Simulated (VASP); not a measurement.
## W: single point with PBE

Crystal: W.

```
W
1.0
    -1.63723    1.63723    1.67717
     1.63723   -1.63723    1.67717
     1.63723    1.63723   -1.67717
W
1
Direct
  0.00000 0.00000 0.00000
```

This cell differs from its parent crystal: strain +0.025 along x and y, +0.050 along z.

```json
{"Program": "VASP 6.6.1", "Task": "single point", "Functional": "PBE", "Potentials or basis": "VASP PAW PBE potentials, release 64 (W_sv)", "Cutoff": "520 eV", "k mesh": "20 × 20 × 20", "Occupations": "gaussian, width 0.15 eV", "Spin": "no spin polarisation"}
```

The pressure is -25.8 GPa. The band gap on the k mesh is zero (bands 7 and 8 overlap by 5.14 eV).

Stress tensor (GPa, compression positive):
```
-23.85   0.00   0.00
  0.00 -23.85   0.00
  0.00   0.00 -29.78
```

Levels at points of the mesh, in eV from the Fermi level:
| k point | band 4 | band 5 | band 6 | band 7 | band 8 | band 9 | band 10 | band 11 |
| --- | --- | --- | --- | --- | --- | --- | --- | --- |
| (0.00, 0.00, 0.00) | -38.10 | -8.94 | -1.15 | -1.15 | -0.88 | 1.76 | 2.11 | 13.92 |
| (0.50, 0.00, 0.00) | -38.10 | -5.53 | -2.93 | 0.27 | 1.62 | 2.59 | 5.05 | 9.10 |
| (0.50, 0.50, 0.00) | -38.11 | -5.50 | -3.21 | 0.43 | 2.01 | 2.73 | 5.11 | 9.26 |
| (0.50, 0.50, 0.50) | -38.68 | -4.94 | -4.88 | 4.23 | 4.31 | 4.31 | 6.88 | 7.51 |

It took 2.6 min on 1 thread of Intel Xeon 8259CL (shared host), peak memory 0.26 GiB.

Caveat: the cell differs from its parent crystal (strain +0.025 along x and y, +0.050 along z); the cell stands under tension; spin-orbit coupling is left out, which moves the levels of the heavy elements.
